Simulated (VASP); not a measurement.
# WS2 (Tungstenite) (R3m) in VASP: further runs, part 2 of 2

VASP 6.6.1. Earlier steps stand in the parts before.

**4. Single point, r2SCAN+rVV10**

This run uses another cell than the first one, of 18.11 Å³/atom, 1.042 times its volume.

Input file POSCAR:

```
WS2
1.0
    1.5858867079      0.9156121177      6.2374761145
   -1.5858867079      0.9156121177      6.2374761145
    0.0000000000     -1.8312242354      6.2374761145
W S
1 2
Direct
    0.0006662241      0.0006662241      0.0006662241
    0.2505579554      0.2505579554      0.2505579554
    0.4174758206      0.4174758206      0.4174758206
```

Input file INCAR.step1:

```
PREC = Accurate
ENCUT = 520
ISMEAR = -1
SIGMA = 0.02
LREAL = False
LASPH = True
NELM = 100
NBANDS = 20
GGA = PE
ALGO = Normal
EDIFF = 1E-4
LWAVE = True
LCHARG = False
```

Input file INCAR.step2:

```
PREC = Accurate
ENCUT = 520
EDIFF = 1E-6
ISMEAR = -1
SIGMA = 0.02
LREAL = False
LASPH = True
NELM = 100
ALGO = Normal
ISIF = 2
LWAVE = False
LCHARG = False
METAGGA = R2SCAN
LMIXTAU = True
LUSE_VDW = True
IVDW_NL = 2
BPARAM = 11.95
CPARAM = 0.0093
NBANDS = 20
ISTART = 1
```

Input file KPOINTS:

```
Automatic mesh
0
Gamma
  8 8 8
```

Potentials or basis: VASP PAW PBE potentials, release 64 (W_sv, S).

On the command line:

```
> cat potpaw_PBE.64/W_sv/POTCAR potpaw_PBE.64/S/POTCAR > POTCAR
> cp INCAR.step1 INCAR
> mpirun -np 1 vasp_std > vasp.out
> cp INCAR.step2 INCAR
> mpirun -np 1 vasp_std > vasp.out
```

OUTCAR:

```text
PREC = Accurate
   ENCUT = 520
   EDIFF = 1E-6
   ISMEAR = -1
   LREAL = False
   LASPH = True
   NELM = 100
   ISIF = 2
   METAGGA = R2SCAN
   IVDW_NL = 2
   BPARAM = 11.95
   ISTART = 1

 ion  position               nearest neighbor table
   1  0.001  0.001  0.001-   2 2.41   2 2.41   2 2.41   3 2.41   3 2.41   3 2.41
   2  0.251  0.251  0.251-   1 2.41   1 2.41   1 2.41
   3  0.417  0.417  0.417-   1 2.41   1 2.41   1 2.41

  LATTYP: Found a trigonal (rhomboedric) cell.
 ALAT       =     6.5007299959
 COS(alpha) =     0.8809717476

  Lattice vectors:

 A1 = (   1.5858867079,   0.9156121177,   6.2374761145)
 A2 = (  -1.5858867079,   0.9156121177,   6.2374761145)
 A3 = (   0.0000000000,  -1.8312242354,   6.2374761145)

Analysis of symmetry for initial positions (statically):
=====================================================================
 Subroutine PRICEL returns:
 Original cell was already a primitive cell.

 Routine SETGRP: Setting up the symmetry group for a
 trigonal (rhombohedral) supercell.

 Subroutine GETGRP returns: Found  6 space group operations
 (whereof  6 operations were pure point group operations)
 out of a pool of 12 trial point group operations.

The static configuration has the point symmetry C_3v.

Analysis of symmetry for dynamics (positions and initial velocities):
=====================================================================
 Subroutine PRICEL returns:
 Original cell was already a primitive cell.

 Routine SETGRP: Setting up the symmetry group for a
 trigonal (rhombohedral) supercell.

 Subroutine GETGRP returns: Found  6 space group operations
 (whereof  6 operations were pure point group operations)
 out of a pool of 12 trial point group operations.

The dynamic configuration has the point symmetry C_3v.

 Subroutine INISYM returns: Found  6 space group operations
 (whereof  6 operations are pure point group operations),
 and found     1 'primitive' translations

----------------------------------------------------------------------------------------

                                     Primitive cell

  volume of cell :      54.3430

  direct lattice vectors                    reciprocal lattice vectors
     1.585886708  0.915612118  6.237476114     0.315281033  0.182027589  0.053440418
    -1.585886708  0.915612118  6.237476114    -0.315281033  0.182027589  0.053440418
     0.000000000 -1.831224235  6.237476114     0.000000000 -0.364055179  0.053440418

  length of vectors
     6.500729996  6.500729996  6.500729996     0.367956589  0.367956589  0.367956589

  position of ions in fractional coordinates (direct lattice)
     0.000666224  0.000666224  0.000666224
     0.250557955  0.250557955  0.250557955
     0.417475821  0.417475821  0.417475821

  ion indices of the primitive-cell ions
   primitive index   ion index
                 1           1
                 2           2
                 3           3

----------------------------------------------------------------------------------------

 KPOINTS: Automatic mesh

Automatic generation of k-mesh.
 Grid dimensions read from file:
 generate k-points for:    8    8    8

 Generating k-lattice:

  Cartesian coordinates                     Fractional coordinates (reciprocal lattice)
     0.039410129  0.022753449  0.006680052     0.125000000 -0.000000000  0.000000000
    -0.039410129  0.022753449  0.006680052    -0.000000000  0.125000000  0.000000000
     0.000000000 -0.045506897  0.006680052     0.000000000  0.000000000  0.125000000

  Length of vectors
     0.045994574  0.045994574  0.045994574

  Shift w.r.t. Gamma in fractional coordinates (k-lattice)
     0.000000000  0.000000000  0.000000000

 Subroutine IBZKPT returns following result:
 ===========================================

 Found     65 irreducible k-points:

 Following reciprocal coordinates:
            Coordinates               Weight
  0.000000  0.000000  0.000000      1.000000
  0.125000  0.000000  0.000000      6.000000
  0.250000  0.000000  0.000000      6.000000
  0.375000  0.000000  0.000000      6.000000
  0.500000  0.000000  0.000000      3.000000
  0.125000  0.125000  0.000000      6.000000
[... 16 lines left out ...]
  0.250000  0.125000  0.125000      6.000000
  0.375000  0.125000  0.125000      6.000000
 [... further k-points ...]
   k-points           NKPTS =     65   k-points in BZ     NKDIM =     65   number of bands    NBANDS=     20
   number of dos      NEDOS =    301   number of ions     NIONS =      3
   total plane-waves  NPLWV = 110592
   dimension x,y,z NGX =    48 NGY =   48 NGZ =   48
   dimension x,y,z NGXF=    96 NGYF=   96 NGZF=   96
   ions per type =               1   2
   NGX,Y,Z   is equivalent  to a cutoff of  12.28, 12.28, 12.28 a.u.
   NGXF,Y,Z  is equivalent  to a cutoff of  24.55, 24.55, 24.55 a.u.
 SYSTEM =  unknown system
   PREC   = accura    normal or accurate (medium, high low for compatibility)
   ISTART =      1    job   : 0-new  1-cont  2-samecut
   ICHARG =      0    charge: 1-file 2-atom 10-const
   ISPIN  =      1    spin polarized calculation?
   LNONCOLLINEAR =      F non collinear calculations
   LSORBIT =      F    spin-orbit coupling
   LASPH  =      T    aspherical Exc in radial PAW
   ENCUT  =  520.0 eV  38.22 Ry    6.18 a.u.  12.09 12.09 12.09*2*pi/ulx,y,z
   NELM   =    100;   NELMIN=  2; NELMDL=  0     # of ELM steps
   EDIFF  = 0.1E-05   stopping-criterion for ELM
   LREAL  =      F    real-space projection
   EDIFFG = 0.1E-04   stopping-criterion for IOM
   NSW    =      0    number of steps for IOM
   IBRION =     -1    ionic relax: 0-MD 1-quasi-New 2-CG
   NFREE  =      0    steps in history (QN), initial steepest desc. (CG)
   ISIF   =      2    stress and relaxation
   ISYM   =      2    0-nonsym 1-usesym 2-fastsym
   POTIM  = 0.5000    time-step for ionic-motion
   TEBEG  =    0.0;   TEEND  =   0.0 temperature during run
   PSTRESS=    0.0 pullay stress
   NELECT =      26.0000    total number of electrons
   NUPDOWN=      -1.0000    fix difference up-down
   EMIN   =  10.00;   EMAX   =-10.00  energy-range for DOS
   EFERMI =   0.00;   METHOD = LEGACY
   ISMEAR =    -1;   SIGMA  =   0.02  broadening in eV -4-tet -1-fermi 0-gaus
   EFERMI_NEDOS =   21; number of points for ismear=-14 and -15
   IALGO  =     38    algorithm
   IMIX   =      4    mixing-type and parameters
     AMIX     =   0.40;   BMIX     =  1.00
     AMIX_MAG =   1.60;   BMIX_MAG =  1.00
  volume/ion in A,a.u.               =      18.11       122.24
  Fermi-wavevector in a.u.,A,eV,Ry     =   1.280417  2.419637 22.306302  1.639467
  Thomas-Fermi vector in A             =   2.412846
   LORBIT       =      0    0 simple, 1 ext, 2 COOP (PROOUT), +10 PAW based schemes
   METAGGA = R2SCAN    functional components
   LHFCALC =     F    Hartree Fock is set to
   AEXX    =    0.0000 exact exchange contribution
   IVDW_NL    =     2    kernel type
   BPARAM     =11.9500
   IVDW    =     0    specifies the selected vdW correction
   LEPSILON=     F    determine dielectric tensor
   LRPA    =     F    only Hartree local field effects (RPA)
 non-spin polarized calculation
  energy-cutoff  :      520.00
  volume of cell :       54.34
 maximum number of plane-waves:      1476
   NGX = 25   NGY = 25   NGZ = 25

 number of electron      26.0000001 magnetization

 Free energy of the ion-electron system (eV)
  ---------------------------------------------------
  ext. energy  EPLUGINS =         0.00000000
  ---------------------------------------------------
  free energy    TOTEN  =       -69.59170843 eV

  energy without entropy =      -69.59170843  energy(sigma->0) =      -69.59170843

 E-fermi :   7.6459     XC(G=0): -11.5789

 val. band max:        7.0912227400   @ k =   0.5000   0.5000   0.5000
 cond. band min:       8.4165091475   @ k =  -0.2500   0.1250   0.0000
 fundamental gap:      1.3252864075
 Fermi energy:         7.6458578065

 k-point     1 :       0.0000    0.0000    0.0000
  band No.  band energies     occupation
      1     -69.5260      2.00000
      2     -33.1257      2.00000
      3     -32.9575      2.00000
      4     -32.9575      2.00000
      5      -9.2323      2.00000
      6      -7.2078      2.00000
[... 12 lines left out ...]
     19      15.5780      0.00000
     20      15.8775      0.00000
[... 507 lines left out ...]
 k-point    24 :       0.3750    0.1250    0.1250
  band No.  band energies     occupation
      1     -69.5159      2.00000
      2     -33.1447      2.00000
      3     -33.0907      2.00000
      4     -33.0012      2.00000
      5      -8.1933      2.00000
      6      -7.0006      2.00000
[... 12 lines left out ...]
     19      15.8947      0.00000
     20      16.1326      0.00000

 [... further k-points ...]
[... 5 lines left out ...]
  --------------------------------------------------------------------------------------
  -------------------------------------------------------------------------------------
  Total        0.1560935      0.1560935      0.1038508      0.0000000      0.0000000      0.0000000
  in kB        4.6020514      4.6020514      3.0617991      0.0000000      0.0000000      0.0000000
  external PRESSURE =       4.0886340 kB  Pullay stress =       0.0000000 kB

 VOLUME and BASIS-vectors are now :
 -----------------------------------------------------------------------------
  energy-cutoff  :      520.00
  volume of cell :       54.34
      direct lattice vectors                 reciprocal lattice vectors
     1.585886708  0.915612118  6.237476114     0.315281033  0.182027589  0.053440418
    -1.585886708  0.915612118  6.237476114    -0.315281033  0.182027589  0.053440418
     0.000000000 -1.831224235  6.237476114     0.000000000 -0.364055179  0.053440418

 POSITION                                       TOTAL-FORCE (eV/Angst)
 -----------------------------------------------------------------------------------
      0.00000      0.00000      0.01247         0.000000      0.000000     -0.000612
      0.00000      0.00000      4.68855         0.000000      0.000000     -0.040312
      0.00000      0.00000      7.81199         0.000000     -0.000000      0.040924
 -----------------------------------------------------------------------------------
    total drift:                               -0.000000     -0.000000     -0.000276

  FREE ENERGIE OF THE ION-ELECTRON SYSTEM (eV)
  ---------------------------------------------------
  free  energy   TOTEN  =       -69.5917084262 eV

  energy  without entropy=      -69.5917084262  energy(sigma->0) =      -69.59170843
```

Wall time 6.2 min (1 thread of Intel Xeon 6975P-C (Granite Rapids), shared host); peak memory 0.77 GiB.

Results:

| Property | Result |
| --- | --- |
| Free energy | -69.5917 eV |
| Pressure | 0.4 GPa |
| Largest force | 0.041 eV/Å |
| Band gap on the k mesh | 1.33 eV, indirect (least direct gap 2.40 eV) |

Forces in eV/Å, atoms in the order of the input:
```
W    0.000  0.000 -0.001
S    0.000  0.000 -0.040
S    0.000  0.000  0.041
```

Caveat: the PAW data sets were made with another functional, which shifts forces and pressure a little; spin-orbit coupling is left out, which moves the levels of the heavy elements.

**5. Summary**

```csv
level,cell,gap on the mesh (eV),pressure (GPa),largest force (eV/Å)
PBE+D3(BJ),"a = 6.310 Å, angles 29.0°, 3 atoms",1.08,0.0,-
PBE+D4,"a = 6.340 Å, angles 28.8°, 3 atoms",1.11,0.0,0.01
r2SCAN+rVV10,"a = 6.501 Å, angles 28.2°, 3 atoms",1.33,0.4,0.04
```

Alike in all rows: task single point; potentials or basis VASP PAW PBE potentials, release 64 (W_sv, S); no spin polarisation; k mesh 8 × 8 × 8; cutoff (eV) 520; smearing fermi-dirac 0.02 eV.

Caveats: spin-orbit coupling is left out, which moves the levels of the heavy elements; the PAW data sets were made with another functional, which shifts forces and pressure a little (some runs).

Absolute energies hang on the potentials; compare differences alone.
